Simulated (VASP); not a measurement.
# Sn in VASP: further runs

Sn is run at these levels: PBE; tasks: single point, relaxation of cell and atoms.

Program: VASP 6.6.1. These are calculated values, not measurements. Logs are shortened: lines on timing, memory, paths and dates and some standing lists are left out, and cuts for length are marked.

### 1 The cell of the first run

Symmetry: R-3m, No. 166, trigonal system. Conventional cell: a = 4.308 Å, b = 4.308 Å, c = 5.500 Å, α = 90.00°, β = 90.00°, γ = 120.00°. Within 4.1 Å of Sn (site symmetry -3m) lie 6 Sn at 3.09 Å.

### 2 Single point, PBE

INCAR reads:

```
SYSTEM = Sn
PREC     = Accurate       ! precision mode
ENCUT    = 520            ! plane-wave cutoff, eV
EDIFF    = 1E-6           ! SCF threshold, eV
ISMEAR   = 0              ! smearing method
SIGMA    = 0.1            ! smearing width, eV
LREAL    = .FALSE.        ! projectors in reciprocal space
LASPH    = .TRUE.         ! aspherical terms in the spheres
NELM     = 100            ! most SCF steps
ALGO     = Normal         ! electronic algorithm
ISIF     = 2              ! what is computed and relaxed
LWAVE    = .FALSE.        ! write WAVECAR
LCHARG   = .TRUE.         ! write CHGCAR
GGA      = PE             ! functional
LELF     = .TRUE.         ! ELF
LVHAR    = .TRUE.       
NBANDS   = 21             ! bands
```

KPOINTS reads:

```
regular mesh
0
G
  6 6 6
  0 0 0
```

POSCAR reads:

```
Sn
1.0
    2.1541261161      1.2436852930      3.6667018482
   -2.1541261161      1.2436852930      3.6667018482
    0.0000000000     -2.4873705860      3.6667018482
Sn
2
Direct
    0.2500239813      0.2500239813      0.2500239813
    0.7499760187      0.7499760187      0.7499760187
```

Potentials or basis: VASP PAW PBE potentials, release 64 (Sn_d).

Run with:

```sh
> cat potpaw_PBE.64/Sn_d/POTCAR > POTCAR
> mpirun -np 1 vasp_std > vasp.out
```

OUTCAR:

```text
SYSTEM = Sn
   PREC = Accurate
   ENCUT = 520
   EDIFF = 1E-6
   ISMEAR = 0
   LREAL = .FALSE.
   LASPH = .TRUE.
   NELM = 100
   ISIF = 2
   GGA = PE

 ion  position               nearest neighbor table
   1  0.250  0.250  0.250-   2 3.09   2 3.09   2 3.09   2 3.09   2 3.09   2 3.09
   2  0.750  0.750  0.750-   1 3.09   1 3.09   1 3.09   1 3.09   1 3.09   1 3.09

  LATTYP: Found a trigonal (rhomboedric) cell.
 ALAT       =     4.4307691066
 COS(alpha) =     0.5272690793

  Lattice vectors:

 A1 = (   2.1541261161,   1.2436852930,   3.6667018482)
 A2 = (  -2.1541261161,   1.2436852930,   3.6667018482)
 A3 = (   0.0000000000,  -2.4873705860,   3.6667018482)

Analysis of symmetry for initial positions (statically):
=====================================================================
 Subroutine PRICEL returns:
 Original cell was already a primitive cell.

 Routine SETGRP: Setting up the symmetry group for a
 trigonal (rhombohedral) supercell.

 Subroutine GETGRP returns: Found 12 space group operations
 (whereof 12 operations were pure point group operations)
 out of a pool of 12 trial point group operations.

The static configuration has the point symmetry D_3d.

Analysis of symmetry for dynamics (positions and initial velocities):
=====================================================================
 Subroutine PRICEL returns:
 Original cell was already a primitive cell.

 Routine SETGRP: Setting up the symmetry group for a
 trigonal (rhombohedral) supercell.

 Subroutine GETGRP returns: Found 12 space group operations
 (whereof 12 operations were pure point group operations)
 out of a pool of 12 trial point group operations.

The dynamic configuration has the point symmetry D_3d.

 Subroutine INISYM returns: Found 12 space group operations
 (whereof 12 operations are pure point group operations),
 and found     1 'primitive' translations

----------------------------------------------------------------------------------------

                                     Primitive cell

  volume of cell :      58.9398

  direct lattice vectors                    reciprocal lattice vectors
     2.154126116  1.243685293  3.666701848     0.232112687  0.134010322  0.090908219
    -2.154126116  1.243685293  3.666701848    -0.232112687  0.134010322  0.090908219
     0.000000000 -2.487370586  3.666701848     0.000000000 -0.268020644  0.090908219

  length of vectors
     4.430769107  4.430769107  4.430769107     0.283018321  0.283018321  0.283018321

[... 73 lines left out ...]
   ICHARG =      2    charge: 1-file 2-atom 10-const
   ISPIN  =      1    spin polarized calculation?
   LNONCOLLINEAR =      F non collinear calculations
   LSORBIT =      F    spin-orbit coupling
   LASPH  =      T    aspherical Exc in radial PAW
   ENCUT  =  520.0 eV  38.22 Ry    6.18 a.u.   8.24  8.24  8.24*2*pi/ulx,y,z
   NELM   =    100;   NELMIN=  2; NELMDL= -5     # of ELM steps
   EDIFF  = 0.1E-05   stopping-criterion for ELM
   LREAL  =      F    real-space projection
   EDIFFG = 0.1E-04   stopping-criterion for IOM
   NSW    =      0    number of steps for IOM
   IBRION =     -1    ionic relax: 0-MD 1-quasi-New 2-CG
   NFREE  =      0    steps in history (QN), initial steepest desc. (CG)
   ISIF   =      2    stress and relaxation
   ISYM   =      2    0-nonsym 1-usesym 2-fastsym
   POTIM  = 0.5000    time-step for ionic-motion
   TEBEG  =    0.0;   TEEND  =   0.0 temperature during run
   PSTRESS=    0.0 pullay stress
   NELECT =      28.0000    total number of electrons
   NUPDOWN=      -1.0000    fix difference up-down
   EMIN   =  10.00;   EMAX   =-10.00  energy-range for DOS
   EFERMI =   0.00;   METHOD = LEGACY
   ISMEAR =     0;   SIGMA  =   0.10  broadening in eV -4-tet -1-fermi 0-gaus
   EFERMI_NEDOS =   21; number of points for ismear=-14 and -15
   IALGO  =     38    algorithm
   IMIX   =      4    mixing-type and parameters
     AMIX     =   0.40;   BMIX     =  1.00
     AMIX_MAG =   1.60;   BMIX_MAG =  1.00
  volume/ion in A,a.u.               =      29.47       198.87
  Fermi-wavevector in a.u.,A,eV,Ry     =   1.277393  2.413924 22.201089  1.631734
  Thomas-Fermi vector in A             =   2.409996
   LORBIT       =      0    0 simple, 1 ext, 2 COOP (PROOUT), +10 PAW based schemes
   GGA     = PE    functional components
   LHFCALC =     F    Hartree Fock is set to
   AEXX    =    0.0000 exact exchange contribution
   IVDW    =     0    specifies the selected vdW correction
   LEPSILON=     F    determine dielectric tensor
   LRPA    =     F    only Hartree local field effects (RPA)
 non-spin polarized calculation
 Gauss-broadening in eV      SIGMA  =   0.10
  energy-cutoff  :      520.00
  volume of cell :       58.94
 maximum number of plane-waves:      1602
 NGX is ok and might be reduce to    36

 number of electron      28.0000012 magnetization

 Free energy of the ion-electron system (eV)
  ---------------------------------------------------
  ext. energy  EPLUGINS =         0.00000000
  ---------------------------------------------------
  free energy    TOTEN  =        -7.53190996 eV

  energy without entropy =       -7.52541425  energy(sigma->0) =       -7.52866211

 E-fermi :   6.8983     XC(G=0):  -9.8796

 val. band max:        6.8619735938   @ k =   0.1667  -0.0000   0.0000
 cond. band min:       6.9024114853   @ k =   0.5000   0.1667  -0.0000
 fundamental gap:      0.0404378915
 Fermi energy:         6.8982593637

 k-point     1 :       0.0000    0.0000    0.0000
  band No.  band energies     occupation
      1     -14.6533      2.00000
      2     -14.6533      2.00000
      3     -14.4996      2.00000
      4     -14.4953      2.00000
      5     -14.4953      2.00000
      6     -14.2964      2.00000
[... 565 lines left out ...]
     20      16.3261      0.00000
     21      19.1098      0.00000

 [... further k-points ...]
[... 5 lines left out ...]
  --------------------------------------------------------------------------------------
  -------------------------------------------------------------------------------------
  Total        0.0809623      0.0809623     -0.1511701      0.0000000      0.0000000     -0.0000000
  in kB        2.2008227      2.2008227     -4.1093025      0.0000000      0.0000000     -0.0000000
  external PRESSURE =       0.0974477 kB  Pullay stress =       0.0000000 kB

 VOLUME and BASIS-vectors are now :
 -----------------------------------------------------------------------------
  energy-cutoff  :      520.00
  volume of cell :       58.94
      direct lattice vectors                 reciprocal lattice vectors
     2.154126116  1.243685293  3.666701848     0.232112687  0.134010322  0.090908219
    -2.154126116  1.243685293  3.666701848    -0.232112687  0.134010322  0.090908219
     0.000000000 -2.487370586  3.666701848     0.000000000 -0.268020644  0.090908219

 POSITION                                       TOTAL-FORCE (eV/Angst)
 -----------------------------------------------------------------------------------
      0.00000      0.00000      2.75029         0.000000      0.000000     -0.001661
      0.00000      0.00000      8.24982         0.000000      0.000000      0.001661
 -----------------------------------------------------------------------------------
    total drift:                                0.000000      0.000000      0.000000

  FREE ENERGIE OF THE ION-ELECTRON SYSTEM (eV)
  ---------------------------------------------------
  free  energy   TOTEN  =        -7.5319099600 eV

  energy  without entropy=       -7.5254142531  energy(sigma->0) =       -7.52866211
```

stdout:

```text
POSCAR found type information on POSCAR Sn
 POSCAR found :  1 types and       2 ions
 scaLAPACK will be used
 LDA part: xc-table for (Slater+PW92), standard interpolation
 POSCAR, INCAR and KPOINTS ok, starting setup
 FFT: planning ... GRIDC
 FFT: planning ... GRID_SOFT
 FFT: planning ... GRID
 WAVECAR not read
 entering main loop
```

Wall time 57 s (1 thread of Intel Xeon Platinum 8259CL at 2.50GHz (Skylake/Cascade Lake), shared host); peak memory 0.21 GiB.

What came out:

- Free energy: -7.5319 eV
- Pressure: 0.0 GPa
- Band gap on the k mesh: zero (band 14 reaches 8.37 eV, above the bottom of band 15 at 5.01 eV)

Stress tensor (GPa, compression positive):
```
 0.22  0.00  0.00
 0.00  0.22  0.00
 0.00  0.00 -0.41
```

Levels at points of the mesh, in eV from the Fermi level:
```csv
k point,band 10,band 11,band 12,band 13,band 14,band 15,band 16,band 17,band 18,band 19
"(0.00, 0.00, 0.00)",-21.07,-10.57,-0.96,-0.16,0.38,0.38,5.23,5.23,5.39,5.54
"(0.50, 0.00, 0.00)",-21.29,-7.63,-7.62,1.01,1.01,1.23,1.23,2.19,2.19,9.84
"(0.50, 0.50, 0.00)",-21.08,-7.63,-4.52,-4.44,-2.24,-1.89,2.93,7.67,7.77,10.32
"(0.50, 0.50, 0.50)",-21.29,-7.81,-7.80,1.41,1.41,1.41,1.41,2.58,2.58,10.10
```

Caveat: spin-orbit coupling is left out, which moves the levels of the heavy elements.

### 3 Single point, PBE

This run uses another cell than the first one: it holds 1 atom, not 2.

INCAR reads:

```
PREC = Accurate
ENCUT = 520
EDIFF = 1E-7
ISMEAR = 0
SIGMA = 0.1
LREAL = F
LASPH = T
NELM = 80
ALGO = Normal
ISIF = 2
LWAVE = F
LCHARG = F
GGA = PE
NBANDS = 13
```

KPOINTS reads:

```
regular mesh
0
Gamma
  14 14 14
```

POSCAR reads:

```
Sn
1.0
    3.0878192729      0.0000000000      0.0000000000
    0.0000000000      3.0878192729      0.0000000000
    0.0000000000      0.0000000000      3.0878192729
Sn
1
Direct
    0.0000000000      0.0000000000      0.0000000000
```

Potentials or basis: VASP PAW PBE potentials, release 64 (Sn_d).

Run with:

```sh
> cat potpaw_PBE.64/Sn_d/POTCAR > POTCAR
> mpirun -np 1 vasp_std > vasp.out
```

OUTCAR:

```text
PREC = Accurate
   ENCUT = 520
   EDIFF = 1E-7
   ISMEAR = 0
   LREAL = F
   LASPH = T
   NELM = 80
   ISIF = 2
   GGA = PE

 ion  position               nearest neighbor table
   1  0.000  0.000  0.000-

  LATTYP: Found a simple cubic cell.
 ALAT       =     3.0878192729

  Lattice vectors:

 A1 = (   3.0878192729,   0.0000000000,   0.0000000000)
 A2 = (   0.0000000000,   3.0878192729,   0.0000000000)
 A3 = (   0.0000000000,   0.0000000000,   3.0878192729)

Analysis of symmetry for initial positions (statically):
[... 554 lines left out ...]
      6      -1.0370      2.00000
      7       4.8660      2.00000
      8       9.2809      0.00000
      9      14.7643      0.00000
     10      15.2168      0.00000
     11      18.0402      0.00000
     12      21.5230      0.00000
     13      22.0511      0.00000

 [... further k-points ...]
[... 5 lines left out ...]
  --------------------------------------------------------------------------------------
  -------------------------------------------------------------------------------------
  Total       -0.0141490     -0.0141490     -0.0141490      0.0000000      0.0000000      0.0000000
  in kB       -0.7699845     -0.7699845     -0.7699845      0.0000000      0.0000000      0.0000000
  external PRESSURE =      -0.7699845 kB  Pullay stress =       0.0000000 kB

 VOLUME and BASIS-vectors are now :
 -----------------------------------------------------------------------------
  energy-cutoff  :      520.00
  volume of cell :       29.44
      direct lattice vectors                 reciprocal lattice vectors
     3.087819273  0.000000000  0.000000000     0.323853151  0.000000000  0.000000000
     0.000000000  3.087819273  0.000000000     0.000000000  0.323853151  0.000000000
     0.000000000  0.000000000  3.087819273     0.000000000  0.000000000  0.323853151

 POSITION                                       TOTAL-FORCE (eV/Angst)
 -----------------------------------------------------------------------------------
      0.00000      0.00000      0.00000         0.000000      0.000000      0.000000
 -----------------------------------------------------------------------------------
    total drift:                               -0.000000     -0.000000      0.000000

  FREE ENERGIE OF THE ION-ELECTRON SYSTEM (eV)
  ---------------------------------------------------
  free  energy   TOTEN  =        -3.7767603585 eV

  energy  without entropy=       -3.7740818683  energy(sigma->0) =       -3.77542111
```

OSZICAR:

```text
N       E                     dE             d eps       ncg     rms          rms(c)
DAV:   1     0.789017352785E+02    0.78902E+02   -0.72631E+03  3213   0.156E+03
DAV:   2     0.194574040572E+01   -0.76956E+02   -0.74634E+02  3330   0.330E+02
DAV:   3    -0.365389264138E+01   -0.55996E+01   -0.55824E+01  3650   0.736E+01
DAV:   4    -0.377741007637E+01   -0.12352E+00   -0.12349E+00  3635   0.118E+01
DAV:   5    -0.378204689612E+01   -0.46368E-02   -0.46368E-02  4104   0.221E+00    0.154E+00
DAV:   6    -0.377689621036E+01    0.51507E-02   -0.10399E-02  3876   0.179E+00    0.874E-01
DAV:   7    -0.377668393664E+01    0.21227E-03   -0.73736E-03  3825   0.147E+00    0.115E-01
DAV:   8    -0.377676336732E+01   -0.79431E-04   -0.95441E-04  3800   0.492E-01    0.320E-02
DAV:   9    -0.377675952202E+01    0.38453E-05   -0.26713E-05  4198   0.684E-02    0.158E-02
DAV:  10    -0.377675999579E+01   -0.47376E-06   -0.47548E-06  3395   0.244E-02    0.319E-03
DAV:  11    -0.377676053820E+01   -0.54241E-06   -0.14148E-07  3072   0.596E-03    0.985E-04
DAV:  12    -0.377676033115E+01    0.20704E-06   -0.47169E-08  2507   0.266E-03    0.796E-05
DAV:  13    -0.377676035849E+01   -0.27336E-07   -0.73019E-09  1925   0.113E-03
   1 F= -.37767604E+01 E0= -.37754211E+01  d E =-.267849E-02
```

stdout:

```text
POSCAR found type information on POSCAR Sn
 POSCAR found :  1 types and       1 ions
 scaLAPACK will be used
 LDA part: xc-table for (Slater+PW92), standard interpolation
 POSCAR, INCAR and KPOINTS ok, starting setup
 FFT: planning ... GRIDC
 FFT: planning ... GRID_SOFT
 FFT: planning ... GRID
 WAVECAR not read
 entering main loop
```

Wall time 30 s (1 thread of Intel Xeon Platinum 8259CL at 2.50GHz (Skylake/Cascade Lake), shared host); peak memory 0.16 GiB.

Results:

* Free energy: -3.7768 eV
* Pressure: -0.1 GPa
* Band gap on the k mesh: zero (band 7 reaches 12.19 eV, above the bottom of band 8 at 4.83 eV)

Levels at points of the mesh, in eV from the Fermi level:
```tsv
k point	band 5	band 6	band 7	band 8	band 9	band 10
(0.00, 0.00, 0.00)	-21.14	-10.53	5.33	5.33	5.33	8.64
(0.50, 0.00, 0.00)	-21.13	-7.59	-4.39	7.81	7.81	11.44
(0.50, 0.50, 0.00)	-21.02	-4.46	-2.03	-2.03	2.97	10.49
(0.50, 0.50, 0.50)	-21.02	-0.87	0.24	0.24	0.24	5.92
```

Caveat: spin-orbit coupling is left out, which moves the levels of the heavy elements.

(Continued in part 2 of 2.)
